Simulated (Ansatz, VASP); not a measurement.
## Yb: VASP beside Ansatz

```
Yb
1.0
     3.82746    0.00000    0.00000
    -1.91373    3.31468    0.00000
     0.00000    0.00000    6.29959
Yb
2
Direct
  0.33333 0.66667 0.25000
  0.66667 0.33333 0.75000
```

Change from the starting cell: functional lda, volume scaled by 0.96.

Alike in both runs: task single point; functional LDA; k mesh 11 × 11 × 6; occupations fermi-dirac, width 0.03 eV; no spin polarisation.

|  | VASP | Ansatz |
| --- | --- | --- |
| version | VASP 6.6.1 | Ansatz 0.2.0 |
| potentials or method | VASP PAW PBE potentials, release 64 (Yb), cutoff 520 eV | all-electron LAPW, scalar-relativistic |

Ansatz gave:

- pressure (GPa): -4.2
- traceless stress, the component that is largest in VASP (GPa): -0.09

Problem. What did VASP give for the same quantities?

Solution. Pressure (GPa): -6.5; traceless stress, the component that is largest in VASP (GPa): -0.02.

VASP's potentials were made for PBE, not for LDA. LDA's correlation is that of Perdew and Zunger in VASP and of Perdew and Wang (1992) in Ansatz. Ansatz ran all-electron here, and VASP with PAW potentials.

Spin-orbit coupling is off throughout.
